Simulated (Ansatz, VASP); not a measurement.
**TaW5: VASP beside Ansatz**

```
Ta W
1.0
     3.19888    0.00136    0.00001
     0.00259    6.40153   -0.00003
    -0.00006   -0.00008    9.62121
Ta W
2 10
Direct
  0.50002 0.24996 0.50000
  0.49998 0.75001 0.50000
  0.00002 0.00001 0.99999
  0.00001 0.50000 0.00001
  0.49997 0.24999 0.16526
  0.49998 0.75000 0.16525
  0.99999 0.99999 0.32856
  0.00000 0.49998 0.32858
  0.99999 0.00001 0.67144
  0.99999 0.49999 0.67142
  0.50002 0.25003 0.83475
  0.50004 0.75001 0.83474
```

Change from the starting cell: cell x2, atoms moved at random (sigma 0.1 Å) and cell strained at random (1.5 %), then relaxed without symmetry.

Alike in both runs: functional PBE; k mesh 6 × 4 × 2; occupations gaussian, width 0.2 eV; no spin polarisation.

Ansatz relaxed the structure, and its values are those at the end. VASP's run is a single point on that final structure, the one shown.

|  | VASP | Ansatz |
| --- | --- | --- |
| version | VASP 6.6.1 | Ansatz 0.2.0 |
| potentials or method | VASP PAW PBE potentials, release 64 (Ta_pv, W_sv), cutoff 520 eV | scalar-relativistic, plane waves, PAW |
| valence electrons in the cell | 162 | 166 |

```tsv
	VASP	Ansatz	Ansatz less VASP
gap on the k mesh at the Fermi level (eV)	none	none	-
pressure (GPa)	0.5	0.1	-0.42
rms of the force components (eV/Å)	0.003	0.004	+0.0019
```

A gap of «none» marks a metal or a gap that the smearing closes. The functional is the same, so the differences come from potentials, cutoffs and numerics. VASP's potentials hold 162 valence electrons a cell and Ansatz's 166, so a difference there can come from the potentials and not from the codes.

Spin-orbit coupling is off throughout.
